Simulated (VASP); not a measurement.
# H16SO10 in VASP: further runs

Runs on H16SO10. Level: PBE+D3(BJ). Tasks: single point.

All numbers are computed with VASP 6.6.1; they aren't measurements. Logs are shortened: lines on timing, memory, paths and dates and some standing lists are left out, and cuts for length are marked.

## Step 1: The cell of the first run

The cell holds an amorphous packing of atoms, 27 atoms: a = 6.310 Å, b = 6.310 Å, c = 6.310 Å, α = 90.00°, β = 90.00°, γ = 90.00°.

## Step 2: Single point, PBE+D3(BJ)

Contents of INCAR:

```
PREC     = Accurate       # precision mode
ENCUT    = 520            # plane-wave cutoff, eV
EDIFF    = 1E-7           # SCF threshold, eV
ISMEAR   = -1             # smearing method
SIGMA    = 0.05           # smearing width, eV
LREAL    = Auto         
LASPH    = True           # aspherical terms in the spheres
NELM     = 100            # most SCF steps
ALGO     = Normal         # electronic algorithm
ISIF     = 2              # what is computed and relaxed
LWAVE    = False          # write WAVECAR
LCHARG   = False          # write CHGCAR
GGA      = PE             # functional
IVDW     = 12             # dispersion correction
NBANDS   = 60             # bands
```

Contents of KPOINTS:

```
regular mesh
0
Gamma
  1 1 1
```

Contents of POSCAR:

```
H16SO10
1.0
    6.3096690000      0.0000000000      0.0000000000
    0.0000000000      6.3096690000      0.0000000000
    0.0000000000      0.0000000000      6.3096690000
O H S
10 16 1
Direct
    0.6650488502      0.1443521726      0.5818486717
   -0.0672565580      0.0007989292      0.1646574150
    0.1959863865      0.3467049837      0.1912936863
    0.5553707933      0.4363981268     -0.1166383105
    0.5001464453      0.9897394440      0.1018723429
    0.8845700389      0.5327277440      0.6340015108
    0.0963896972     -0.0341989871      0.5777686049
    0.2143514741      0.7306183375      0.9293096080
    0.7346781258      0.5797659005      0.2233509981
    0.4356457335      0.6116086760      0.4738304553
    0.6154888344      0.2115446398      0.7136074583
    0.7926228987      0.0654948644      0.6208941535
    0.0116042955      0.1364621277      0.1624352118
    0.0147090297     -0.0984748860      0.0753768721
    0.1749323546      0.4646554685      0.0911145489
    0.2543837278      0.4192687143      0.3159626341
    0.4300117474      0.5267509323     -0.1372743951
    0.6035318781      0.4679738278      0.0295017174
    0.4350189863      1.1277062817      0.1307704891
    0.6558933184      1.0109913093      0.1098667379
    0.8539118359      0.3995036773      0.5565422666
    0.7816693356      0.5176475984      0.7531221688
    0.2133995292      0.0668991246      0.5686086274
    0.0492580304     -0.0522833679      0.4291707559
    0.1707398381      0.7700364264      0.7840172733
    0.3310524118      0.8292530749      0.9703357260
    0.6409743611      0.6947311591      0.4027891715
```

Potentials or basis: VASP PAW PBE potentials, release 64 (O, H, S).

Command:

```console
$ cat potpaw_PBE.64/O/POTCAR potpaw_PBE.64/H/POTCAR potpaw_PBE.64/S/POTCAR > POTCAR
$ mpirun -np 1 vasp_gam > vasp.out
```

OUTCAR:

```text
PREC = Accurate
   ENCUT = 520
   EDIFF = 1E-7
   ISMEAR = -1
   LREAL = Auto
   LASPH = True
   NELM = 100
   ISIF = 2
   GGA = PE
   IVDW = 12
 IVDW          = 12

 ion  position               nearest neighbor table
   1  0.665  0.144  0.582-  12 0.98  11 0.98
   2  0.933  0.001  0.165-  14 0.99  13 0.99
   3  0.196  0.347  0.191-  16 0.98  15 0.99
   4  0.555  0.436  0.883-  17 0.98  18 0.99
   5  0.500  0.990  0.102-  19 0.98  20 0.99
   6  0.885  0.533  0.634-  21 0.99  22 1.00  27 2.35
   7  0.096  0.966  0.578-  23 0.98  24 0.99
   8  0.214  0.731  0.929-  25 0.99  26 1.00
   9  0.735  0.580  0.223-  27 1.47
  10  0.436  0.612  0.474-  27 1.47
  11  0.615  0.212  0.714-   1 0.98
  12  0.793  0.065  0.621-   1 0.98
  13  0.012  0.136  0.162-   2 0.99
  14  0.015  0.902  0.075-   2 0.99
[... 10 lines left out ...]
  25  0.171  0.770  0.784-   8 0.99
  26  0.331  0.829  0.970-   8 1.00
  27  0.641  0.695  0.403-  10 1.47   9 1.47   6 2.35

  LATTYP: Found a simple cubic cell.
 ALAT       =     6.3096690000

  Lattice vectors:

 A1 = (   6.3096690000,   0.0000000000,   0.0000000000)
 A2 = (   0.0000000000,   6.3096690000,   0.0000000000)
 A3 = (   0.0000000000,   0.0000000000,   6.3096690000)

Analysis of symmetry for initial positions (statically):
=====================================================================
 Subroutine PRICEL returns:
 Original cell was already a primitive cell.

 Routine SETGRP: Setting up the symmetry group for a
 simple cubic supercell.

 Subroutine GETGRP returns: Found  1 space group operations
 (whereof  1 operations were pure point group operations)
 out of a pool of 48 trial point group operations.

The static configuration has the point symmetry C_1 .

Analysis of symmetry for dynamics (positions and initial velocities):
=====================================================================
 Subroutine PRICEL returns:
 Original cell was already a primitive cell.

 Routine SETGRP: Setting up the symmetry group for a
 simple cubic supercell.

 Subroutine GETGRP returns: Found  1 space group operations
 (whereof  1 operations were pure point group operations)
 out of a pool of 48 trial point group operations.

The dynamic configuration has the point symmetry C_1 .

 Subroutine INISYM returns: Found  1 space group operations
 (whereof  1 operations are pure point group operations),
 and found     1 'primitive' translations

----------------------------------------------------------------------------------------

                                     Primitive cell

  volume of cell :     251.2001

  direct lattice vectors                    reciprocal lattice vectors
     6.309669000  0.000000000  0.000000000     0.158486919  0.000000000  0.000000000
     0.000000000  6.309669000  0.000000000     0.000000000  0.158486919  0.000000000
     0.000000000  0.000000000  6.309669000     0.000000000  0.000000000  0.158486919

  length of vectors
     6.309669000  6.309669000  6.309669000     0.158486919  0.158486919  0.158486919

  position of ions in fractional coordinates (direct lattice)
     0.665048850  0.144352173  0.581848672
     0.932743442  0.000798929  0.164657415
     0.195986387  0.346704984  0.191293686
     0.555370793  0.436398127  0.883361689
     0.500146445  0.989739444  0.101872343
     0.884570039  0.532727744  0.634001511
[... 19 lines left out ...]
     0.331052412  0.829253075  0.970335726
     0.640974361  0.694731159  0.402789171

  ion indices of the primitive-cell ions
   primitive index   ion index
                 1           1
                 2           2
                 3           3
                 4           4
                 5           5
                 6           6
[... 19 lines left out ...]
                26          26
                27          27

----------------------------------------------------------------------------------------

 KPOINTS: regular mesh

Automatic generation of k-mesh.
 Grid dimensions read from file:
 generate k-points for:    1    1    1

 Generating k-lattice:

[... 41 lines left out ...]
   TEBEG  =    0.0;   TEEND  =   0.0 temperature during run
   PSTRESS=    0.0 pullay stress
   NELECT =      82.0000    total number of electrons
   NUPDOWN=      -1.0000    fix difference up-down
   EMIN   =  10.00;   EMAX   =-10.00  energy-range for DOS
   EFERMI =   0.00;   METHOD = LEGACY
   ISMEAR =    -1;   SIGMA  =   0.05  broadening in eV -4-tet -1-fermi 0-gaus
   EFERMI_NEDOS =   21; number of points for ismear=-14 and -15
   IALGO  =     38    algorithm
   IMIX   =      4    mixing-type and parameters
     AMIX     =   0.40;   BMIX     =  1.00
     AMIX_MAG =   1.60;   BMIX_MAG =  1.00
  volume/ion in A,a.u.               =       9.30        62.78
  Fermi-wavevector in a.u.,A,eV,Ry     =   1.127214  2.130125 17.287704  1.270610
  Thomas-Fermi vector in A             =   2.263899
   LORBIT       =      0    0 simple, 1 ext, 2 COOP (PROOUT), +10 PAW based schemes
   GGA     = PE    functional components
   LHFCALC =     F    Hartree Fock is set to
   AEXX    =    0.0000 exact exchange contribution
   IVDW    =    12    specifies the selected vdW correction
   LEPSILON=     F    determine dielectric tensor
   LRPA    =     F    only Hartree local field effects (RPA)
 non-spin polarized calculation
  energy-cutoff  :      520.00
  volume of cell :      251.20
 maximum number of plane-waves:      3382
 NGX is ok and might be reduce to    48
   NGX = 23   NGY = 23   NGZ = 23

 number of electron      81.9999999 magnetization

 Free energy of the ion-electron system (eV)
  ---------------------------------------------------
  ext. energy  EPLUGINS =         0.00000000
  ---------------------------------------------------
  free energy    TOTEN  =      -134.21843453 eV

  energy without entropy =     -134.21843453  energy(sigma->0) =     -134.21843453

 E-fermi :  -1.2865     XC(G=0):  -7.6904

 val. band max:       -2.4758143964   @ k =   0.0000   0.0000   0.0000
 cond. band min:       1.2078609605   @ k =   0.0000   0.0000   0.0000
 fundamental gap:      3.6836753569
 Fermi energy:        -1.2865021816

 k-point     1 :       0.0000    0.0000    0.0000
  band No.  band energies     occupation
      1     -23.6582      2.00000
      2     -21.4933      2.00000
      3     -21.3158      2.00000
      4     -21.1518      2.00000
      5     -21.0660      2.00000
      6     -20.9121      2.00000
[... 45 lines left out ...]
     52       8.0407      0.00000
     53       8.1317      0.00000
 [bands above 53 left out]

------------------------ aborting loop because EDIFF is reached ----------------------------------------

 Edisp (eV)   -1.31590

 E8    (eV) :    -0.2988

  FORCE on cell =-STRESS in cart. coord.  units (eV):
  Direction    XX          YY          ZZ          XY          YZ          ZX
  --------------------------------------------------------------------------------------
  -------------------------------------------------------------------------------------
  Total      -0.44131     0.35223     2.30284     0.04934     0.09252    -0.40531
  in kB      -2.81475     2.24657    14.68773     0.31467     0.59012    -2.58510
  external pressure =        4.71 kB  Pullay stress =        0.00 kB

 VOLUME and BASIS-vectors are now :
 -----------------------------------------------------------------------------
  energy-cutoff  :      520.00
  volume of cell :      251.20
      direct lattice vectors                 reciprocal lattice vectors
     6.309669000  0.000000000  0.000000000     0.158486919  0.000000000  0.000000000
     0.000000000  6.309669000  0.000000000     0.000000000  0.158486919  0.000000000
     0.000000000  0.000000000  6.309669000     0.000000000  0.000000000  0.158486919

 POSITION                                       TOTAL-FORCE (eV/Angst)
 -----------------------------------------------------------------------------------
      4.19624      0.91081      3.67127         0.033869      0.115499      0.001704
      5.88530      0.00504      1.03893         0.011916     -0.002893      0.054663
      1.23661      2.18759      1.20700        -0.015707      0.031622     -0.072072
      3.50421      2.75353      5.57372         0.105699     -0.074181     -0.101747
      3.15576      6.24493      0.64278         0.130732      0.024869     -0.038096
      5.58134      3.36134      4.00034        -0.042696     -0.174435     -0.178715
[... 19 lines left out ...]
      2.08883      5.23231      6.12250         0.063590      0.056648      0.070341
      4.04434      4.38352      2.54147        -0.199276     -0.103575      0.006365
 -----------------------------------------------------------------------------------
    total drift:                                0.004807      0.006017     -0.014830

  FREE ENERGIE OF THE ION-ELECTRON SYSTEM (eV)
  ---------------------------------------------------
  free  energy   TOTEN  =      -135.5343373704 eV

  energy  without entropy=     -135.5343373703  energy(sigma->0) =     -135.53433737
```

It took 24 s on 1 thread of Intel Xeon Platinum 8488C (Sapphire Rapids), shared host; peak memory 0.3 GiB.

Results:

```yaml
Free_energy: -135.5343 eV
Pressure: 0.5 GPa
Largest_force: 0.284 eV/Å
Band_gap_on_the_k_mesh: 3.68 eV
Dispersion_energy_per_atom: -0.049 eV
```

Forces in eV/Å, atoms in the order of the input:
```
O    0.034  0.115  0.002
O    0.012 -0.003  0.055
O   -0.016  0.032 -0.072
O    0.106 -0.074 -0.102
O    0.131  0.025 -0.038
O   -0.043 -0.174 -0.179
O    0.156  0.158 -0.054
O   -0.050 -0.072  0.040
O   -0.141  0.074  0.157
O    0.213  0.053 -0.180
H   -0.089  0.074  0.042
H    0.085 -0.047 -0.002
H    0.038  0.107  0.007
H    0.015 -0.081 -0.045
H   -0.037 -0.049 -0.036
H    0.063  0.013  0.124
H   -0.084  0.072 -0.059
H    0.069 -0.007  0.056
H   -0.099  0.036  0.002
H   -0.066 -0.051 -0.027
H    0.119 -0.022  0.151
H   -0.138  0.009  0.088
H   -0.109 -0.173  0.040
H   -0.005 -0.029  0.020
H   -0.029  0.063 -0.066
H    0.064  0.057  0.070
S   -0.199 -0.104  0.006
```

Stress tensor (GPa, compression positive):
```
-0.28  0.03 -0.26
 0.03  0.22  0.06
-0.26  0.06  1.47
```

Levels at points of the mesh, in eV from the valence-band top:
| k point | band 37 | band 38 | band 39 | band 40 | band 41 | band 42 | band 43 | band 44 | band 45 | band 46 |
| --- | --- | --- | --- | --- | --- | --- | --- | --- | --- | --- |
| (0.00, 0.00, 0.00) | -0.65 | -0.55 | -0.41 | -0.26 | 0.00 | 3.68 | 5.32 | 7.54 | 7.69 | 8.41 |

Caveat: the k points lie up to 1.00 Å⁻¹ apart.

## Step 3: Single point, PBE+D3(BJ)

Contents of INCAR:

```
ALGO = Normal
EDIFF = 1E-6
ENCUT = 520
GGA = PE
ISIF = 2
ISMEAR = -1
IVDW = 12
LASPH = T
LCHARG = F
LREAL = Auto
LWAVE = F
NBANDS = 60
NELM = 80
PREC = Accurate
SIGMA = 0.05
```

Contents of KPOINTS:

```
k-points
0
Gamma
  1 1 1
```

Contents of POSCAR:

```
H16SO10
1.0
    6.3096690000      0.0000000000      0.0000000000
    0.0000000000      6.3096690000      0.0000000000
    0.0000000000      0.0000000000      6.3096690000
O H S
10 16 1
Direct
    0.6711604048      0.1439695173      0.5905222604
   -0.1079137432     -0.0025674881      0.1969199969
    0.1400231930      0.3114109472      0.1855089387
    0.5575252838      0.4058057562     -0.0730783184
    0.4784561599      1.0019701509      0.1112419685
    0.8831842051      0.5198370945      0.6286225157
    0.1116540345     -0.0169739490      0.5734373705
    0.2629139500      0.7185955396      0.8931847297
    0.7483752317      0.6287493052      0.2350044036
    0.4269479112      0.6058162480      0.4565691164
    0.6300647467      0.1815150684      0.7375030291
    0.8141473031      0.0803528680      0.6020284107
    0.0094458204      0.0954408226      0.1880605781
   -0.0413175398     -0.1297532406      0.1197527160
    0.1129060811      0.4381529364      0.0912409193
    0.2409793604      0.3786569470      0.2900944566
    0.4332239932      0.5036238826     -0.0832531786
    0.5998095938      0.4529239172      0.0682603160
    0.3987847857      1.1277136725      0.0566115275
    0.6299221084      1.0499916874      0.1293253259
    0.8133707172      0.3831104294      0.5772727539
    0.8107873804      0.5156054937      0.7642556210
    0.1798668044      0.0791800648      0.4700405045
    0.0562153102     -0.1106397182      0.4640813963
    0.2250038790      0.7530030498      0.7530188985
    0.3574038511      0.8245123476      0.9551372663
    0.6222513416      0.7119707864      0.4085792773
```

Potentials or basis: VASP PAW PBE potentials, release 64 (O, H, S).

Command:

```console
$ cat potpaw_PBE.64/O/POTCAR potpaw_PBE.64/H/POTCAR potpaw_PBE.64/S/POTCAR > POTCAR
$ mpirun -np 1 vasp_gam > vasp.out
```

Run time: 25 s. Hardware: 1 thread of Intel Xeon Platinum 8488C (Sapphire Rapids), shared host; peak memory 0.3 GiB.

Results (log left out):

* Free energy: -134.2077 eV
* Pressure: 1.7 GPa
* Largest force: 2.970 eV/Å
* Band gap on the k mesh: 3.57 eV
* Dispersion energy per atom: -0.049 eV

Forces on the atoms (eV/Å):
```
O    0.393  0.306  0.504
O    0.912 -2.490 -1.338
O    1.261  2.443  0.014
O   -0.516  0.235  0.196
O    0.048  0.898 -0.365
O   -0.419 -0.798 -0.433
O    0.387  0.425 -0.861
O   -0.292 -1.666  2.126
O   -0.427 -0.834 -0.620
O   -1.259 -0.943 -0.225
H   -0.005 -0.003 -0.397
H   -0.257 -0.052 -0.002
H    0.202  1.407 -0.064
H   -1.280  1.328  0.769
H    0.009 -1.172  0.551
H   -0.668 -0.502 -0.527
H   -0.144  0.038 -0.971
H    0.904 -0.224  0.309
H    0.598 -0.494  0.550
H   -0.676 -0.494 -0.168
H    0.488  0.454 -0.218
H   -0.249  0.429  0.891
H    0.152  0.066  1.004
H   -0.547 -0.613  0.156
H   -0.303  0.748 -1.630
H    0.417  0.650  0.076
S    1.270  0.859  0.671
```

Stress tensor (GPa, compression positive):
```
0.82 2.37 0.76
2.37 2.00 0.08
0.76 0.08 2.42
```

Levels at points of the mesh, in eV from the valence-band top:
```
           k point  band 39  band 40  band 41  band 42  band 43  band 44
(0.00, 0.00, 0.00)    -0.33    -0.20     0.00     3.57     5.11     7.61
```

Caveat: the k points lie up to 1.00 Å⁻¹ apart.

## Step 4: Single point, PBE+D3(BJ)

Contents of INCAR:

```
SYSTEM = H16SO10
ALGO     = Normal         ! electronic algorithm
EDIFF    = 1E-6           ! SCF threshold, eV
ENCUT    = 520            ! plane-wave cutoff, eV
GGA      = PE             ! functional
ISIF     = 2              ! what is computed and relaxed
ISMEAR   = -1             ! smearing method
IVDW     = 12             ! dispersion correction
LASPH    = .True.         ! aspherical terms in the spheres
LCHARG   = .False.        ! write CHGCAR
LREAL    = Auto         
LWAVE    = .False.        ! write WAVECAR
NBANDS   = 60             ! bands
NELM     = 60             ! most SCF steps
PREC     = Accurate       ! precision mode
SIGMA    = 0.05           ! smearing width, eV
```

Contents of KPOINTS:

```
k-points
0
Gamma
  1 1 1
  0 0 0
```

Contents of POSCAR:

```
H16SO10
1.0
    6.3096690000      0.0000000000      0.0000000000
    0.0000000000      6.3096690000      0.0000000000
    0.0000000000      0.0000000000      6.3096690000
O H S
10 16 1
Direct
    0.6506363488      0.0928733346      0.6248822244
   -0.1005757988      0.0327750949      0.1611811967
    0.1558084901      0.3345500374      0.1614506244
    0.5695861384      0.3804636979     -0.1118917648
    0.4477572437      1.0162656710      0.1161392143
    0.9047859721      0.5509797741      0.6573403454
    0.0694014218     -0.0250567819      0.5967349476
    0.2646256087      0.6834431410      0.8950707240
    0.7469488495      0.6308571813      0.2130698140
    0.4176764264      0.5862114162      0.4439060116
    0.6168310889      0.2151142952      0.7146967614
    0.8138937241      0.0784668736      0.6158643187
   -0.0547730792      0.1803898113      0.1374874023
    0.0028210672     -0.0670399668      0.1059485054
    0.1595963275      0.4855088278      0.1129377785
    0.2257804649      0.3478312412      0.2978127696
    0.4630670801      0.4819904182     -0.1491995856
    0.6326480834      0.4624331324      0.0116487885
    0.4221616063      1.1709964501      0.0982618898
    0.6034864903      1.0003694330      0.1197051700
    0.8481110499      0.4027311100      0.6429814306
    0.9237410077      0.5722645673      0.8113579334
    0.1674255813      0.0576099951      0.6767391443
    0.1007976805     -0.0167045213      0.4417030434
    0.2046224612      0.6836650227      0.7554437483
    0.3164983773      0.8217546752      0.9317445971
    0.6092712629      0.7046803881      0.4032065707
```

Command:

```console
$ cat potpaw_PBE.64/O/POTCAR potpaw_PBE.64/H/POTCAR potpaw_PBE.64/S/POTCAR > POTCAR
$ mpirun -np 1 vasp_gam > vasp.out
```

It took 20 s on 1 thread of Intel Xeon Platinum 8488C (Sapphire Rapids), shared host; peak memory 0.3 GiB.

Results (log left out):

| Item | Value |
| --- | --- |
| Free energy | -133.7186 eV |
| Pressure | 0.4 GPa |
| Largest force | 3.554 eV/Å |
| Band gap on the k mesh | 2.09 eV |
| Dispersion energy per atom | -0.049 eV |

Forces in eV/Å, atoms in the order of the input:
```
O    1.816 -0.350 -0.955
O   -0.880 -0.388  0.288
O    0.193  1.686 -0.374
O    0.942  0.572  1.905
O   -0.011 -0.005  0.005
O    0.073 -1.191  0.095
O   -0.439 -0.580 -1.230
O   -0.419 -1.323  0.751
O   -2.295  0.412  2.339
O   -0.450 -0.478 -0.118
H    0.136 -0.103  0.444
H   -1.931 -0.114  0.190
H    0.660 -0.475  0.065
H   -0.096  0.333 -0.260
H    0.063 -0.763 -0.151
H    0.023 -0.039  0.427
H   -1.184  0.882 -0.452
H    0.019 -0.739 -0.574
H    0.096 -0.779 -0.119
H   -0.072  0.270 -0.238
H    0.336  1.125  0.246
H   -0.436 -0.061 -0.591
H    0.885  0.604  0.039
H   -0.134  0.180  1.100
H   -0.344  0.416 -0.933
H    0.749  1.222  0.395
S    2.697 -0.314 -2.293
```

Stress tensor (GPa, compression positive):
```
 0.59  1.19  1.05
 1.19  1.87 -0.95
 1.05 -0.95 -1.30
```

Levels at points of the mesh, in eV from the valence-band top:
```tsv
k point	band 37	band 38	band 39	band 40	band 41	band 42	band 43	band 44	band 45	band 46
(0.00, 0.00, 0.00)	-1.28	-1.09	-1.00	-0.78	0.00	2.09	4.14	6.06	6.65	7.19
```

Caveat: the k points lie up to 1.00 Å⁻¹ apart.
